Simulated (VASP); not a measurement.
# VBiO4 (I4_1/amd) in VASP: notebook

Aim: see how the results for VBiO4 move with the level of theory and the settings. Levels: PBE, r2SCAN. Tasks: electric field gradients.

All numbers are computed with VASP 6.6.1; they aren't measurements. Logs are shortened: lines on timing, memory, paths and dates and some standing lists are left out, and cuts for length are marked.

### 1 The cell of the first run

The structure is tetragonal, space group I4_1/amd (No. 141). Conventional cell: a = 7.303 Å, b = 7.303 Å, c = 6.584 Å, α = 90.00°, β = 90.00°, γ = 90.00°. Within 2.3 Å of V (site symmetry -4m2) lie 4 O at 1.70 Å. Within 3.3 Å of Bi (site symmetry -4m2) lie 8 O at 2.41 to 2.55 Å and 2 V at 3.29 Å. O (site symmetry m) has 1 V at 1.70 Å within 2.3 Å.

### 2 Electric field gradients, PBE

File INCAR:

```
PREC = Accurate
ENCUT = 520
EDIFF = 1E-8
ISMEAR = -1
SIGMA = 0.02
LREAL = F
LASPH = T
NELM = 100
ALGO = Fast
ISIF = 2
LWAVE = F
LCHARG = F
GGA = PE
LEFG = T
NBANDS = 64
```

File KPOINTS:

```
Automatic mesh
0
Gamma
  4 4 4
```

File POSCAR:

```
VBiO4
1.0
   -3.6515000000      3.6515000000      3.2920000000
    3.6515000000     -3.6515000000      3.2920000000
    3.6515000000      3.6515000000     -3.2920000000
V Bi O
2 2 8
Direct
    0.5000000000      0.5000000000      0.0000000000
    0.2500000000      0.7500000000      0.5000000000
    0.7500000000      0.2500000000      0.5000000000
    0.0000000000      0.0000000000      0.0000000000
    0.1550000000      0.3330000000      0.8220000000
    0.0830000000      0.7610000000      0.6780000000
    0.5110000000      0.3330000000      0.1780000000
    0.0830000000      0.4050000000      0.3220000000
    0.5950000000      0.9170000000      0.6780000000
    0.6670000000      0.8450000000      0.1780000000
    0.2390000000      0.9170000000      0.3220000000
    0.6670000000      0.4890000000      0.8220000000
```

Potentials or basis: VASP PAW PBE potentials, release 64 (V_sv, Bi_d, O).

Run with:

```
> cat potpaw_PBE.64/V_sv/POTCAR potpaw_PBE.64/Bi_d/POTCAR potpaw_PBE.64/O/POTCAR > POTCAR
> mpirun -np 1 vasp_std > vasp.out
```

OUTCAR:

```text
PREC = Accurate
   ENCUT = 520
   EDIFF = 1E-8
   ISMEAR = -1
   LREAL = F
   LASPH = T
   NELM = 100
   ISIF = 2
   GGA = PE

 ion  position               nearest neighbor table
   1  0.500  0.500  0.000-   5 1.70  10 1.70   7 1.70  12 1.70   4 3.29   4 3.29
   2  0.250  0.750  0.500-   8 1.70   9 1.70   6 1.70  11 1.70   3 3.29   3 3.29
   3  0.750  0.250  0.500-   7 2.41  12 2.41  10 2.41   5 2.41   8 2.55   9 2.55   6 2.55  11 2.55
                             2 3.29   2 3.29
   4  0.000  0.000  0.000-   6 2.41  11 2.41   9 2.41   8 2.41  10 2.55   5 2.55   7 2.55  12 2.55
                             1 3.29   1 3.29
   5  0.155  0.333  0.822-   1 1.70   3 2.41   4 2.55
   6  0.083  0.761  0.678-   2 1.70   4 2.41   3 2.55
   7  0.511  0.333  0.178-   1 1.70   3 2.41   4 2.55
   8  0.083  0.405  0.322-   2 1.70   4 2.41   3 2.55
   9  0.595  0.917  0.678-   2 1.70   4 2.41   3 2.55
  10  0.667  0.845  0.178-   1 1.70   3 2.41   4 2.55
  11  0.239  0.917  0.322-   2 1.70   4 2.41   3 2.55
  12  0.667  0.489  0.822-   1 1.70   3 2.41   4 2.55

  LATTYP: Found a body centered tetragonal cell.
 ALAT       =     7.3030000000
 C/A-ratio  =     0.9015473093

  Lattice vectors:

 A1 = (  -3.6515000000,   3.6515000000,   3.2920000000)
 A2 = (   3.6515000000,  -3.6515000000,   3.2920000000)
 A3 = (   3.6515000000,   3.6515000000,  -3.2920000000)

Analysis of symmetry for initial positions (statically):
=====================================================================
 Subroutine PRICEL returns:
 Original cell was already a primitive cell.

 Routine SETGRP: Setting up the symmetry group for a
 body centered tetragonal supercell.

 Subroutine GETGRP returns: Found 16 space group operations
 (whereof  8 operations were pure point group operations)
 out of a pool of 16 trial point group operations.

The static configuration has the point symmetry D_2d.
 The point group associated with its full space group is D_4h.

Analysis of symmetry for dynamics (positions and initial velocities):
=====================================================================
 Subroutine PRICEL returns:
 Original cell was already a primitive cell.

 Routine SETGRP: Setting up the symmetry group for a
 body centered tetragonal supercell.

 Subroutine GETGRP returns: Found 16 space group operations
 (whereof  8 operations were pure point group operations)
 out of a pool of 16 trial point group operations.

[... 1052 lines left out ...]
     3.651500000 -3.651500000  3.292000000     0.136930029  0.000000000  0.151883354
     3.651500000  3.651500000 -3.292000000     0.136930029  0.136930029  0.000000000

 POSITION                                       TOTAL-FORCE (eV/Angst)
 -----------------------------------------------------------------------------------
      0.00000      0.00000      3.29200         0.000000     -0.000000     -0.000000
      3.65150      0.00000      1.64600         0.000000     -0.000000     -0.000000
      0.00000      3.65150      1.64600         0.000000     -0.000000     -0.000000
      0.00000      0.00000      0.00000         0.000000     -0.000000     -0.000000
      3.65150      2.35157     -1.09953         0.000000     -1.022141     -0.647929
      4.95143     -0.00000      0.54647         1.022141     -0.000000     -0.647929
     -0.00000      1.29993      2.19247         0.000000      1.022141     -0.647929
      2.35157      0.00000      0.54647        -1.022141     -0.000000     -0.647929
      3.65150      1.29993      2.74553         0.000000      1.022141      0.647929
      1.29993      0.00000      4.39153         1.022141     -0.000000      0.647929
      3.65150     -1.29993      2.74553         0.000000     -1.022141      0.647929
      2.35157      3.65150      1.09953        -1.022141     -0.000000      0.647929
 -----------------------------------------------------------------------------------
    total drift:                                0.000000     -0.000000      0.000000

  FREE ENERGIE OF THE ION-ELECTRON SYSTEM (eV)
  ---------------------------------------------------
  free  energy   TOTEN  =       -89.1358356581 eV

  energy  without entropy=      -89.1358356581  energy(sigma->0) =      -89.13583566

 Electric field gradients (V/A^2)
---------------------------------------------------------------------
 ion       V_xx      V_yy      V_zz      V_xy      V_xz      V_yz
---------------------------------------------------------------------
   1      19.809    19.809   -39.619     0.003     0.003     0.003
   2      19.809    19.809   -39.619     0.003     0.003     0.003
   3     -57.733   -57.733   115.466     0.000     0.000     0.000
   4     -57.733   -57.733   115.466     0.000     0.000     0.000
   5     -31.982    20.922    11.060     0.003     0.003     5.606
   6      20.922   -31.982    11.060     0.003    -5.600     0.003
   7     -31.982    20.922    11.060     0.003     0.003    -5.600
   8      20.922   -31.982    11.060     0.003     5.606     0.003
   9     -31.982    20.922    11.060     0.003     0.003     5.606
  10      20.922   -31.982    11.060     0.003     5.606     0.003
  11     -31.982    20.922    11.060     0.003     0.003    -5.600
  12      20.922   -31.982    11.060     0.003    -5.600     0.003
---------------------------------------------------------------------

 Electric field gradients after diagonalization (V/A^2)
 (convention: |V_zz| > |V_xx| > |V_yy|)
----------------------------------------------------------------------
 ion       V_xx      V_yy      V_zz     asymmetry (V_yy - V_xx)/ V_zz
----------------------------------------------------------------------
   1      19.812    19.806   -39.619       0.000
   2      19.812    19.806   -39.619       0.000
   3     -57.733   -57.733   115.466       0.000
   4     -57.733   -57.733   115.466       0.000
   5      23.457     8.525   -31.982       0.467
   6      23.452     8.529   -31.982       0.467
   7      23.452     8.529   -31.982       0.467
   8      23.457     8.525   -31.982       0.467
   9      23.457     8.525   -31.982       0.467
  10      23.457     8.525   -31.982       0.467
  11      23.452     8.529   -31.982       0.467
  12      23.452     8.529   -31.982       0.467
----------------------------------------------------------------------

           NMR quadrupolar parameters

 Cq : quadrupolar parameter    Cq=e*Q*V_zz/h
 eta: asymmetry parameters     (V_yy - V_xx)/ V_zz
 Q  : nuclear electric quadrupole moment in mb (millibarn)
----------------------------------------------------------------------
 ion       Cq(MHz)       eta       Q (mb)
----------------------------------------------------------------------
   1      -0.096       0.000       1.000
   2      -0.096       0.000       1.000
   3       0.279       0.000       1.000
   4       0.279       0.000       1.000
   5      -0.077       0.467       1.000
   6      -0.077       0.467       1.000
   7      -0.077       0.467       1.000
   8      -0.077       0.467       1.000
   9      -0.077       0.467       1.000
  10      -0.077       0.467       1.000
  11      -0.077       0.467       1.000
  12      -0.077       0.467       1.000
----------------------------------------------------------------------
```

Wall time 2.5 min (1 thread of Intel Xeon 6975P-C (Granite Rapids), shared host); peak memory 0.38 GiB.

Results:

| Item | Value |
| --- | --- |
| Free energy | -89.1358 eV |
| Pressure | 3.6 GPa |
| Largest force | 1.210 eV/Å |
| Band gap on the k mesh | 2.95 eV |
| Largest electric field gradient by atom | V -39.6; Bi +115.5; O -32.0 V/Å² |

Forces in eV/Å, atoms in the order of the input:
```
V    0.000  0.000  0.000
V    0.000  0.000  0.000
Bi   0.000  0.000  0.000
Bi   0.000  0.000  0.000
O    0.000 -1.022 -0.648
O    1.022  0.000 -0.648
O    0.000  1.022 -0.648
O   -1.022  0.000 -0.648
O    0.000  1.022  0.648
O    1.022  0.000  0.648
O    0.000 -1.022  0.648
O   -1.022  0.000  0.648
```

Electric field gradients, principal values (V/Å²):
```tsv
atom	least	middle	greatest (by size)
1 V	19.806	19.812	-39.619
2 V	19.806	19.812	-39.619
3 Bi	-57.733	-57.733	115.466
4 Bi	-57.733	-57.733	115.466
5 O	8.525	23.457	-31.982
6 O	8.529	23.452	-31.982
7 O	8.529	23.452	-31.982
8 O	8.525	23.457	-31.982
9 O	8.525	23.457	-31.982
10 O	8.525	23.457	-31.982
11 O	8.529	23.452	-31.982
12 O	8.529	23.452	-31.982
```

Caveat: the cell stands under pressure; without QUAD_EFG the Cq values of the log hold for a quadrupole moment of 1 mb, not for the nuclei; spin-orbit coupling is left out, which moves the levels of the heavy elements; forces of over 1 eV/Å act on the atoms, so gaps and moduli don't describe the material at rest. PBE gaps usually lie below the measured ones, often by a third to a half.

### 3 Electric field gradients, r2SCAN

File POSCAR:

```
VBiO4
1.0
   -3.6515000000      3.6515000000      3.2920000000
    3.6515000000     -3.6515000000      3.2920000000
    3.6515000000      3.6515000000     -3.2920000000
V Bi O
2 2 8
Direct
    0.5000000000      0.5000000000      0.0000000000
    0.2500000000      0.7500000000      0.5000000000
    0.7500000000      0.2500000000      0.5000000000
    0.0000000000      0.0000000000      0.0000000000
    0.1508117925      0.3324979492      0.8183138433
    0.0824979492      0.7641841059      0.6816861567
    0.5141841059      0.3324979492      0.1816861567
    0.0824979492      0.4008117925      0.3183138433
    0.5991882075      0.9175020508      0.6816861567
    0.6675020508      0.8491882075      0.1816861567
    0.2358158941      0.9175020508      0.3183138433
    0.6675020508      0.4858158941      0.8183138433
```

File INCAR.step1:

```
ALGO = Normal
EDIFF = 1E-4
ENCUT = 520
GGA = PE
ISMEAR = -1
LASPH = True
LCHARG = False
LREAL = False
LWAVE = True
NBANDS = 64
NELM = 100
PREC = Accurate
SIGMA = 0.02
```

File INCAR.step2:

```
ALGO = Normal
EDIFF = 1E-8
ENCUT = 520
ISIF = 2
ISMEAR = -1
ISTART = 1
LASPH = True
LCHARG = False
LEFG = True
LMIXTAU = True
LREAL = False
LWAVE = False
METAGGA = R2SCAN
NBANDS = 64
NELM = 100
PREC = Accurate
SIGMA = 0.02
```

File KPOINTS:

```
k-points
0
Gamma
  4 4 4
```

Potentials or basis: VASP PAW PBE potentials, release 64 (V_sv, Bi_d, O).

Run with:

```
> cat potpaw_PBE.64/V_sv/POTCAR potpaw_PBE.64/Bi_d/POTCAR potpaw_PBE.64/O/POTCAR > POTCAR
> cp INCAR.step1 INCAR
> mpirun -np 1 vasp_std > vasp.out
> cp INCAR.step2 INCAR
> mpirun -np 1 vasp_std > vasp.out
```

OUTCAR:

```text
EDIFF = 1E-8
   ENCUT = 520
   ISIF = 2
   ISMEAR = -1
   ISTART = 1
   LASPH = True
   LREAL = False
   METAGGA = R2SCAN
   NELM = 100
   PREC = Accurate

 ion  position               nearest neighbor table
   1  0.500  0.500  0.000-   5 1.73  10 1.73   7 1.73  12 1.73   4 3.29   4 3.29
   2  0.250  0.750  0.500-   8 1.73   9 1.73   6 1.73  11 1.73   3 3.29   3 3.29
   3  0.750  0.250  0.500-   7 2.39  12 2.39  10 2.39   5 2.39   6 2.56  11 2.56   9 2.56   8 2.56
                             2 3.29   2 3.29
   4  0.000  0.000  0.000-   6 2.39  11 2.39   9 2.39   8 2.39   7 2.56  12 2.56   5 2.56  10 2.56
                             1 3.29   1 3.29
   5  0.151  0.332  0.818-   1 1.73   3 2.39   4 2.56
   6  0.082  0.764  0.682-   2 1.73   4 2.39   3 2.56
   7  0.514  0.332  0.182-   1 1.73   3 2.39   4 2.56
   8  0.082  0.401  0.318-   2 1.73   4 2.39   3 2.56
   9  0.599  0.918  0.682-   2 1.73   4 2.39   3 2.56
  10  0.668  0.849  0.182-   1 1.73   3 2.39   4 2.56
  11  0.236  0.918  0.318-   2 1.73   4 2.39   3 2.56
  12  0.668  0.486  0.818-   1 1.73   3 2.39   4 2.56

[... 1137 lines left out ...]
   1      17.489    17.482   -34.971       0.000
   2      17.489    17.482   -34.971       0.000
   3     -61.144   -61.144   122.288       0.000
   4     -61.144   -61.144   122.288       0.000
   5      27.278     5.753   -33.031       0.652
   6      27.279     5.751   -33.031       0.652
   7      27.279     5.751   -33.031       0.652
   8      27.278     5.753   -33.031       0.652
   9      27.278     5.753   -33.031       0.652
  10      27.278     5.753   -33.031       0.652
  11      27.279     5.751   -33.031       0.652
  12      27.279     5.751   -33.031       0.652
----------------------------------------------------------------------

           NMR quadrupolar parameters

 Cq : quadrupolar parameter    Cq=e*Q*V_zz/h
 eta: asymmetry parameters     (V_yy - V_xx)/ V_zz
 Q  : nuclear electric quadrupole moment in mb (millibarn)
----------------------------------------------------------------------
 ion       Cq(MHz)       eta       Q (mb)
----------------------------------------------------------------------
   1      -0.085       0.000       1.000
   2      -0.085       0.000       1.000
   3       0.296       0.000       1.000
   4       0.296       0.000       1.000
   5      -0.080       0.652       1.000
   6      -0.080       0.652       1.000
   7      -0.080       0.652       1.000
   8      -0.080       0.652       1.000
   9      -0.080       0.652       1.000
  10      -0.080       0.652       1.000
  11      -0.080       0.652       1.000
  12      -0.080       0.652       1.000
----------------------------------------------------------------------
```

OUTCAR.step1:

```text
EDIFF = 1E-4
   ENCUT = 520
   GGA = PE
   ISMEAR = -1
   LASPH = True
   LREAL = False
[... 1121 lines left out ...]
      1.32685      0.00000      4.39483         0.110960     -0.000000      0.094736
      3.65150     -1.32685      2.74883         0.000000     -0.110960      0.094736
      2.32465      3.65150      1.10283        -0.110960     -0.000000      0.094736
 -----------------------------------------------------------------------------------
    total drift:                                0.000000     -0.000000      0.000000

  FREE ENERGIE OF THE ION-ELECTRON SYSTEM (eV)
  ---------------------------------------------------
  free  energy   TOTEN  =       -89.2661902487 eV

  energy  without entropy=      -89.2661902487  energy(sigma->0) =      -89.26619025
```

OSZICAR.step1:

```text
N       E                     dE             d eps       ncg     rms          rms(c)
DAV:   1     0.153948828794E+04    0.15395E+04   -0.54618E+04  1680   0.184E+03
DAV:   2     0.166424873038E+03   -0.13731E+04   -0.13136E+04  1704   0.569E+02
DAV:   3    -0.975488201979E+02   -0.26397E+03   -0.24976E+03  2040   0.233E+02
DAV:   4    -0.114480296369E+03   -0.16931E+02   -0.16818E+02  1864   0.648E+01
DAV:   5    -0.115191878149E+03   -0.71158E+00   -0.70967E+00  2456   0.141E+01    0.693E+01
DAV:   6    -0.102460543232E+03    0.12731E+02   -0.20931E+02  2504   0.989E+01    0.429E+01
DAV:   7    -0.934144250954E+02    0.90461E+01   -0.15248E+02  2192   0.929E+01    0.303E+01
DAV:   8    -0.918184264644E+02    0.15960E+01   -0.23753E+01  2056   0.196E+01    0.196E+01
DAV:   9    -0.892583233621E+02    0.25601E+01   -0.59227E+00  2288   0.170E+01    0.402E+00
DAV:  10    -0.893012873738E+02   -0.42964E-01   -0.11141E+00  2208   0.563E+00    0.397E+00
DAV:  11    -0.893113638991E+02   -0.10077E-01   -0.41195E-01  1976   0.548E+00    0.333E+00
DAV:  12    -0.892675981570E+02    0.43766E-01   -0.72079E-02  1888   0.252E+00    0.563E-01
DAV:  13    -0.892660801190E+02    0.15180E-02   -0.96511E-03  2256   0.636E-01    0.950E-02
DAV:  14    -0.892662963000E+02   -0.21618E-03   -0.76338E-04  1808   0.180E-01    0.144E-01
DAV:  15    -0.892661857360E+02    0.11056E-03   -0.34690E-04  1680   0.162E-01    0.218E-02
DAV:  16    -0.892661902487E+02   -0.45127E-05   -0.33629E-05  1144   0.403E-02
   1 F= -.89266190E+02 E0= -.89266190E+02  d E =-.831193E-11
```

Wall time 6.2 min (1 thread of Intel Xeon 6975P-C (Granite Rapids), shared host); peak memory 0.43 GiB.

Results:

| Quantity | Value |
| --- | --- |
| Free energy | -218.4450 eV |
| Pressure | -3.0 GPa |
| Largest force | 0.087 eV/Å |
| Band gap on the k mesh | 3.10 eV (least direct gap 3.10 eV) |
| Largest electric field gradient by atom | V -35.0; Bi +122.3; O -33.0 V/Å² |

Forces on the atoms (eV/Å):
```
V    0.000  0.000  0.000
V    0.000  0.000  0.000
Bi   0.000  0.000  0.000
Bi   0.000  0.000  0.000
O    0.000  0.081  0.030
O   -0.081  0.000  0.030
O    0.000 -0.081  0.030
O    0.081  0.000  0.030
O    0.000 -0.081 -0.030
O   -0.081  0.000 -0.030
O    0.000  0.081 -0.030
O    0.081  0.000 -0.030
```

Electric field gradients, principal values (V/Å²):
| atom | least | middle | greatest (by size) |
| --- | --- | --- | --- |
| 1 V | 17.482 | 17.489 | -34.971 |
| 2 V | 17.482 | 17.489 | -34.971 |
| 3 Bi | -61.144 | -61.144 | 122.288 |
| 4 Bi | -61.144 | -61.144 | 122.288 |
| 5 O | 5.753 | 27.278 | -33.031 |
| 6 O | 5.751 | 27.279 | -33.031 |
| 7 O | 5.751 | 27.279 | -33.031 |
| 8 O | 5.753 | 27.278 | -33.031 |
| 9 O | 5.753 | 27.278 | -33.031 |
| 10 O | 5.753 | 27.278 | -33.031 |
| 11 O | 5.751 | 27.279 | -33.031 |
| 12 O | 5.751 | 27.279 | -33.031 |

Caveat: without QUAD_EFG the Cq values of the log hold for a quadrupole moment of 1 mb, not for the nuclei; the PAW data sets were made with another functional, which shifts forces and pressure a little; spin-orbit coupling is left out, which moves the levels of the heavy elements. A k mesh can miss the band edges.
